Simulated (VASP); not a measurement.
Here is a VASP 6.6.1 calculation.

File POSCAR:

```
Pb
1.0
    0.0000000000      2.4968401722      2.4968401722
    2.4968401722      0.0000000000      2.4968401722
    2.4968401722      2.4968401722      0.0000000000
Pb
1
Direct
    0.0000000000      0.0000000000      0.0000000000
```

File INCAR.step1:

```
SYSTEM = Pb
ALGO = Normal ; EDIFF = 1E-4
ENCUT = 520 ; GGA = PE
ISMEAR = -1 ; LASPH = .TRUE.
LCHARG = .FALSE. ; LREAL = .FALSE.
LWAVE = .TRUE. ; NBANDS = 13
NELM = 60 ; PREC = Accurate
SIGMA = 0.05
```

File INCAR.step2:

```
SYSTEM = Pb
ALGO = Normal ; EDIFF = 1E-7
ENCUT = 520 ; ISIF = 2
ISMEAR = -1 ; ISTART = 1
LASPH = .TRUE. ; LCHARG = .FALSE.
LMIXTAU = .TRUE. ; LREAL = .FALSE.
LWAVE = .FALSE. ; METAGGA = R2SCAN
NBANDS = 13 ; NELM = 60
PREC = Accurate ; SIGMA = 0.05
```

File KPOINTS:

```
k-points
0
G
  15 15 15
  0 0 0
```

Potentials or basis: VASP PAW PBE potentials, release 64 (Pb_d).

Launch:

```sh
$ cat potpaw_PBE.64/Pb_d/POTCAR > POTCAR
$ cp INCAR.step1 INCAR
$ mpirun -np 1 vasp_std > vasp.out
$ cp INCAR.step2 INCAR
$ mpirun -np 1 vasp_std > vasp.out
```

What does it give for the pressure?

0.0 GPa.

Predict the band gap on the k mesh.

zero (bands 7 and 8 overlap by 9.10 eV).

Caveat: the PAW data sets were made with another functional, which shifts forces and pressure a little; spin-orbit coupling is left out, which moves the levels of the heavy elements.
